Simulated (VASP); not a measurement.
The system is ScPd3.

```xyz
4
Lattice="3.9820 0.0000 0.0000 0.0000 3.9820 0.0000 0.0000 0.0000 3.9820" Properties=species:S:1:pos:R:3 pbc="T T T"
Sc    0.0000    0.0000    0.0000
Pd    0.0000    1.9910    1.9910
Pd    1.9910    0.0000    1.9910
Pd    1.9910    1.9910    0.0000
```

| Property | Result |
| --- | --- |
| Program | VASP 6.6.1 |
| Task | relaxation of volume and atoms at fixed shape |
| Functional | LDA |
| Potentials or basis | VASP PAW LDA potentials, release 64 (Sc_sv, Pd) |
| Cutoff | 600 eV |
| k mesh | 6 × 6 × 6 |
| Occupations | methfessel-paxton, width 0.1 eV |
| Spin | no spin polarisation |

At the start: pressure -9.2 GPa; volume 15.78 Å³/atom.

**Question.** How do energy, volume and symmetry change on relaxing?

**Answer.** Over 3 steps the energy falls by 26.5 meV/atom and the volume is 14.93 Å³/atom (-5.4 %); space group Pm-3m (No. 221, to 0.05 Å).

The path:
| step | energy change (eV) | largest force (eV/Å) | pressure (GPa) | volume (Å³) |
| --- | --- | --- | --- | --- |
| 1 | 0.0000 | 0.0000 | -9.22 | 63.14 |
| 2 | 0.1179 | 0.0000 | 17.41 | 55.20 |
| 3 | -0.1062 | 0.0000 | -0.20 | 59.71 |

Final structure:
```yaml
crystal:
  lattice:
    - [3.90859, 0.00000, 0.00000]
    - [0.00000, 3.90859, 0.00000]
    - [0.00000, 0.00000, 3.90859]
  atoms:
    - { symbol: Sc, position: [0.00000, 0.00000, 0.00000] }
    - { symbol: Pd, position: [0.00000, 0.50000, 0.50000] }
    - { symbol: Pd, position: [0.50000, 0.00000, 0.50000] }
    - { symbol: Pd, position: [0.50000, 0.50000, 0.00000] }
```
